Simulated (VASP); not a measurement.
Wanted: the native input for a VASP 6.6.1 run.

- Task: single point
- Functional: PBE
- Potentials or basis: VASP PAW PBE potentials, release 64 (Al, Ga_d, P)
- Cutoff: 500 eV
- k mesh: 6 × 6 × 2
- Occupations: gaussian, width 0.01 eV
- Spin: no spin polarisation
- Dipole correction: no
- Further INCAR settings: ALGO = Normal; EDIFF = 1e-06; NBANDS = 31

The structure of AlGa2P3 lies in POSCAR:

```
AlGa2P3
1.0
    3.8551876901      0.0000000000      0.0000000000
   -1.9275938450      3.3386904760      0.0000000000
    0.0000000000      0.0000000000      9.4404912540
Al Ga P
1 2 3
Direct
    0.0000000000      0.0000000000     -0.0002745538
    0.6666666667      0.3333333333      0.6665956237
    0.3333333333      0.6666666667      0.3334599690
    0.6666666667      0.3333333333      0.9173358442
    0.3333333333      0.6666666667      0.5832757749
    0.0000000000      0.0000000000      0.2496073419
```

This cell differs from its parent crystal: volume changed by -3%.

The input as run:

INCAR

```
ALGO = Normal ; EDIFF = 1E-6
ENCUT = 500 ; GGA = PE
GGA_COMPAT = F ; ISIF = 2
ISMEAR = 0 ; LASPH = T
LCHARG = F ; LREAL = F
LWAVE = F ; NBANDS = 31
NELM = 120 ; PREC = Accurate
SIGMA = 0.01
```

KPOINTS

```
k-points
0
Gamma
  6 6 2
```

Potentials or basis: VASP PAW PBE potentials, release 64 (Al, Ga_d, P).

Run with:

```bash
$ cat potpaw_PBE.64/Al/POTCAR potpaw_PBE.64/Ga_d/POTCAR potpaw_PBE.64/P/POTCAR > POTCAR
$ mpirun -np 1 vasp_std > vasp.out
```

It gave:

* Pressure: 2.5 GPa
* Largest force: 0.006 eV/Å
* Band gap on the k mesh: 1.58 eV, indirect (least direct gap 1.95 eV)

It took 52 s on 1 thread of Intel(R) Xeon(R) 6975P-C (Granite Rapids), with other jobs on the host, peak memory 0.23 GiB.
